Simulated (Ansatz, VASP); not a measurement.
**One calculation of AlCu, two programs**

INCAR

```
SYSTEM = AlCu
ALGO     = Fast           ! electronic algorithm
EDIFF    = 1E-6           ! SCF threshold, eV
ENCUT    = 520            ! plane-wave cutoff, eV
GGA      = PS             ! functional
ISIF     = 2              ! what is computed and relaxed
ISMEAR   = 0              ! smearing method
LASPH    = .True.         ! aspherical terms in the spheres
LCHARG   = .True.         ! write CHGCAR
LELF     = .True.         ! ELF
LREAL    = .False.        ! projectors in reciprocal space
LVHAR    = .True.       
LWAVE    = .False.        ! write WAVECAR
NBANDS   = 14             ! bands
NELM     = 100            ! most SCF steps
PREC     = Accurate       ! precision mode
SIGMA    = 0.15           ! smearing width, eV
```

The input KPOINTS:

```
k-points
0
Gamma
  16 16 16
  0 0 0
```

Contents of POSCAR:

```
AlCu
1.0
    3.0053612153      0.0000000000      0.0000000000
    0.0000000000      3.0053612153      0.0000000000
    0.0000000000      0.0000000000      3.0053612153
Al Cu
1 1
Direct
    0.0000000000      0.0000000000      0.0000000000
    0.5000000000      0.5000000000      0.5000000000
```

Input for Ansatz:

```yaml
crystal:
  lattice:
    - [3.0053612153, 0.0, 0.0]
    - [0.0, 3.0053612153, 0.0]
    - [0.0, 0.0, 3.0053612153]
  atoms:
    - { symbol: Al, position: [0.0, 0.0, 0.0] }
    - { symbol: Cu, position: [0.5, 0.5, 0.5] }
basis:
  ecutwfc: 520.0
kpoints:
  mp_grid: { grid: [16, 16, 16] }
hamiltonian:
  xc: pbesol
  pseudopotentials: { kind: paw, azcp: { folder: soft_1 } }
scf:
  occupations: { method: gaussian, width: 0.15 }
output:
  forces: true
  stress: true
  eigenvalues: true
```

Change from the starting cell: mode 4 frozen in at +0.000 Å, equal normal strain along x, y and z +0.0167.

Alike in both runs: task single point; functional PBEsol; k mesh 16 × 16 × 16; occupations gaussian, width 0.15 eV; no spin polarisation.

|  | VASP | Ansatz |
| --- | --- | --- |
| version | VASP 6.6.1 | Ansatz 0.2.0 |
| potentials or method | VASP PAW PBE potentials, release 64 (Al, Cu), cutoff 520 eV | scalar-relativistic, plane waves, PAW |
| valence electrons in the cell | 14 | 22 |

|  | VASP | Ansatz | Ansatz less VASP |
| --- | --- | --- | --- |
| gap on the k mesh at the Fermi level (eV) | none | none | - |
| pressure (GPa) | -5.3 | -5.7 | -0.40 |

VASP's potentials were made for PBE, not for PBEsol, and Ansatz warns of the same on its side. A gap of «none» marks a metal or a gap that the smearing closes. With one functional, cell and mesh, what is left measures potentials, basis and numerics. VASP's potentials hold 14 valence electrons a cell and Ansatz's 22, so a difference there can come from the potentials and not from the codes.
